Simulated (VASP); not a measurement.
Write the native input for VASP 6.6.1 that does the following.

- Task: relaxation of cell and atoms
- Functional: PBE
- Potentials or basis: VASP PAW PBE potentials, release 64 (Al, Ru_pv)
- Cutoff: 600 eV
- k mesh: 14 × 14 × 14
- Occupations: gaussian, width 0.1 eV
- Spin: no spin polarisation
- Dipole correction: no
- Further INCAR settings: ALGO = Normal; EDIFF = 1e-06; IBRION = 2; EDIFFG = -0.01; NSW = 80; ISIF = 3

The structure of AlRu lies in POSCAR:

```
AlRu
1.0
    3.0016755215      0.0000000000      0.0000000000
    0.0000000000      3.0016755215      0.0000000000
    0.0000000000      0.0000000000      3.0016755215
Al Ru
1 1
Direct
    0.0000000000      0.0000000000      0.0000000000
    0.5000000000      0.5000000000      0.5000000000
```

These files were run (other wordings do the same):

INCAR

```
SYSTEM = AlRu
PREC = Accurate
ENCUT = 600
EDIFF = 1E-6
ISMEAR = 0
SIGMA = 0.1
LREAL = .False.
LASPH = .True.
NELM = 60
ALGO = Normal
ISIF = 3
LWAVE = .False.
LCHARG = .False.
GGA = PE
IBRION = 2
NSW = 80
EDIFFG = -0.01
```

KPOINTS

```
regular mesh
0
Gamma
  14 14 14
  0 0 0
```

Potentials or basis: VASP PAW PBE potentials, release 64 (Al, Ru_pv).

Launch:

```console
$ cat potpaw_PBE.64/Al/POTCAR potpaw_PBE.64/Ru_pv/POTCAR > POTCAR
$ mpirun -np 1 vasp_std > vasp.out
```

Results of the run:

```json
{
  "Relaxed volume": "13.55 Å³/atom",
  "Relaxed cell": "a = 3.004 Å, b = 3.004 Å, c = 3.004 Å, α = 90.00°, β = 90.00°, γ = 90.00°",
  "Space group after relaxing (to 0.05 Å)": "Pm-3m (No. 221)",
  "Energy gained by relaxing": "0.0 meV/atom",
  "Ionic steps": "3",
  "Pressure after relaxing": "0.0 GPa"
}
```

Run time: 65 s on 1 thread of AMD EPYC 7R13 Processor (Zen 3), with other jobs on the host, peak memory 0.15 GiB.
